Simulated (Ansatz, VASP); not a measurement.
**Two plane-wave programs on Si2HIr2**

POSCAR

```
Si2HIr2
1.0
    0.0000000000      3.7383570000      0.0000000000
    3.7383570000      0.0000000000      0.0000000000
    1.8691780000      1.8691780000     -4.5779850000
Si H Ir
2 1 2
Direct
    0.3750000000      0.3750000000      0.2500000000
    0.6250000000      0.6250000000      0.7500000000
    0.0000000000      0.0000000000      0.0000000000
    0.7500000000      0.2500000000      0.5000000000
    0.2500000000      0.7500000000      0.5000000000
```

INCAR.step1

```
SYSTEM = Si2HIr2
  PREC = Accurate
  ENCUT = 520
  ISMEAR = -1
  SIGMA = 0.0639
  LREAL = .False.
  LASPH = .True.
  NELM = 80
  NBANDS = 22
  GGA = PE
  ALGO = Normal
  EDIFF = 1E-4
  LWAVE = .True.
  LCHARG = .False.
```

File INCAR.step2:

```
SYSTEM = Si2HIr2
  PREC = Accurate
  ENCUT = 520
  EDIFF = 1E-7
  ISMEAR = -1
  SIGMA = 0.0639
  LREAL = .False.
  LASPH = .True.
  NELM = 80
  ALGO = Normal
  ISIF = 2
  LWAVE = .False.
  LCHARG = .False.
  METAGGA = R2SCAN
  LMIXTAU = .True.
  NBANDS = 22
  ISTART = 1
```

File KPOINTS:

```
Automatic mesh
0
Gamma
  10 10 10
  0 0 0
```

Input for Ansatz:

```yaml
crystal:
  lattice:
    - [0.0, 3.738357, 0.0]
    - [3.738357, 0.0, 0.0]
    - [1.869178, 1.869178, -4.577985]
  atoms:
    - { symbol: Si, position: [0.375, 0.375, 0.25] }
    - { symbol: Si, position: [0.625, 0.625, 0.75] }
    - { symbol: H, position: [0.0, 0.0, 0.0] }
    - { symbol: Ir, position: [0.75, 0.25, 0.5] }
    - { symbol: Ir, position: [0.25, 0.75, 0.5] }
  symmetry: { tolerance: 0.0003 }
kpoints:
  mp_grid: { grid: [10, 10, 10], shift: [0, 0, 0] }
  band_path:
    path:
      - [0.0, 0.0, 0.0]
      - [0.5, 0.5, 0.5]
      - [0.5, 0.5, 0.25]
      - [0.0, 0.5, 0.0]
      - [0.0, 0.0, 0.0]
      - [0.0, 0.0, -0.5]
      - [0.0, 0.41664669, -0.29167665]
      - [0.0, 0.58335331, 0.29167665]
      - [0.0, 0.0, 0.0]
      - [0.5, 0.5, 0.5]
      - [0.41664669, 0.58335331, 0.5]
    npoints: 6
magnetization:
  spin_polarized: false
scf:
  occupations: { method: fermi_dirac, width: 0.0639 }
  lower_state_search: "off"
  max_iter: 200
hamiltonian:
  pseudopotentials: { kind: paw }
  xc: r2scan
basis:
  ecutwfc: 500
  fft_grid_basis: typed
output:
  forces: true
  stress: true
  eigenvalues: true
  bader: true
  populations: true
  elf: true
  write_potential: true
  volumetric_format: npy
  dos:
    e_range: [-12, 8]
    de: 0.05
    projected: { site_lists: { H: [H], Ir: [Ir], Si: [Si] } }
checkpoint:
  read: saved_state
```

Alike in both runs: task single point; functional r2SCAN; k mesh 10 × 10 × 10; occupations fermi-dirac, width 0.0639 eV; no spin polarisation.

```csv
,VASP,Ansatz
version,VASP 6.6.1,Ansatz 0.2.0
potentials or method,"VASP PAW PBE potentials, release 64 (Si, H, Ir), cutoff 520 eV",PAW plane waves
valence electrons in the cell,27,43
```

|  | VASP | Ansatz | Ansatz less VASP |
| --- | --- | --- | --- |
| rms of the force components (eV/Å) | 1.869 | 1.785 | -0.0845 |

VASP's potentials were made for PBE, not for r2SCAN. Atom by atom the forces differ by 0.085 eV/Å (rms over components). VASP's potentials hold 27 valence electrons a cell and Ansatz's 43, so a difference there can come from the potentials and not from the codes.

Spin-orbit coupling is off throughout.
